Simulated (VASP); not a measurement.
The system is TaVN2.

```
Ta V N
1.0
     3.02940    0.00000    0.00000
     0.00000    3.02940    0.00000
     0.00000    0.00000    4.26723
Ta V N
1 1 2
Direct
  0.00000 0.00000 0.00000
  0.50000 0.50000 0.50000
  0.50000 0.50000 0.00000
  0.00000 0.00000 0.50000
```

Base run:

```yaml
Program: VASP 6.6.1
Functional: PBE
Potentials_or_basis: VASP PAW PBE potentials, release 64 (Ta_pv, V_sv, N)
Cutoff: 520 eV
k_mesh: 9 × 9 × 6
Occupations: fermi-dirac, width 0.05 eV
Spin: collinear spin, ferromagnetic start
Starting_moments: "[0.0, 2.0, 0.0, 0.0] μB"
```

Its results: pressure 6.2 GPa; net moment 1.05 μB per cell.

Question: The run is repeated on the same cell with these changes: functional from PBE to PBEsol; further incar settings from ALGO = Normal; EDIFF = 1e-06; NBANDS = 29 to ALGO = Normal; EDIFF = 1e-07; NBANDS = 29. What comes out?

Answer: Pressure -5.6 GPa; net moment 0.00 μB per cell.

Caveats: the PAW data sets were made with another functional, which shifts forces and pressure a little (some runs).
